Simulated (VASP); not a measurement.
Set up this calculation in VASP 6.6.1, as the native input.

```
Task                   : single point
Functional             : PBE
Potentials or basis    : VASP PAW PBE potentials, release 64 (Sr_sv, Cl)
Cutoff                 : 520 eV
k mesh                 : 6 × 6 × 6
Occupations            : gaussian, width 0.02 eV
Spin                   : no spin polarisation
Dipole correction      : no
Further INCAR settings : ALGO = Normal; EDIFF = 1e-06; NBANDS = 19
```

The structure of SrCl2 lies in POSCAR:

```
SrCl2
1.0
    0.0000000000      3.4836637901      3.4836637901
    3.4836637901      0.0000000000      3.4836637901
    3.4836637901      3.4836637901      0.0000000000
Sr Cl
1 2
Direct
    0.0000000000      0.0000000000      0.0000000000
    0.2500000000      0.2500000000      0.2500000000
    0.7500000000      0.7500000000      0.7500000000
```

This cell differs from its parent crystal: volume scaled by 0.97.

These files were run (other wordings do the same):

INCAR

```
  ALGO = Normal
  EDIFF = 1E-6
  ENCUT = 520
  GGA = PE
  ISIF = 2
  ISMEAR = 0
  LASPH = T
  LCHARG = F
  LREAL = F
  LWAVE = F
  NBANDS = 19
  NELM = 100
  PREC = Accurate
  SIGMA = 0.02
```

KPOINTS

```
k-points
0
Gamma
  6 6 6
```

Potentials or basis: VASP PAW PBE potentials, release 64 (Sr_sv, Cl).

Command:

```sh
$ cat potpaw_PBE.64/Sr_sv/POTCAR potpaw_PBE.64/Cl/POTCAR > POTCAR
$ mpirun -np 1 vasp_std > vasp.out
```

It gave:

The pressure is 1.2 GPa and the band gap on the k mesh is 5.35 eV, indirect (least direct gap 5.50 eV).

Run time: 36 s on 1 thread of Intel(R) Xeon(R) Platinum 8488C (Sapphire Rapids) (shared host), peak memory 0.24 GiB.
